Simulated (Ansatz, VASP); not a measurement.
# Two plane-wave programs on Ir

```
Ir
1.0
     2.73697    0.00000    0.00000
    -1.36848    2.37028    0.00000
     0.00000    0.00000   23.93890
Ir
5
Direct
  0.66667 0.33333 0.31330
  0.33333 0.66667 0.40665
  0.00000 0.00000 0.50000
  0.66667 0.33333 0.59335
  0.33333 0.66667 0.68670
```

Alike in both runs: task single point; functional PBE; k mesh 15 × 15 × 1; occupations gaussian, width 0.1 eV; no spin polarisation.

|  | VASP | Ansatz |
| --- | --- | --- |
| version | VASP 6.6.1 | Ansatz 0.2.0 |
| potentials or method | VASP PAW PBE potentials, release 64 (Ir), cutoff 520 eV | scalar-relativistic, plane waves, PAW |
| valence electrons in the cell | 45 | 85 |

Ansatz gave:

- gap on the k mesh at the Fermi level (eV): none
- rms of the force components (eV/Å): 0.215

Problem. What did VASP give for the same quantities?

Solution. gap on the k mesh at the Fermi level (eV): none; rms of the force components (eV/Å): 0.207.

Atom by atom the forces differ by 0.010 eV/Å (rms over components). A gap of «none» marks a metal or a gap that the smearing closes. VASP's potentials hold 45 valence electrons a cell and Ansatz's 85, so a difference there can come from the potentials and not from the codes.

Neither program's run includes spin-orbit coupling.
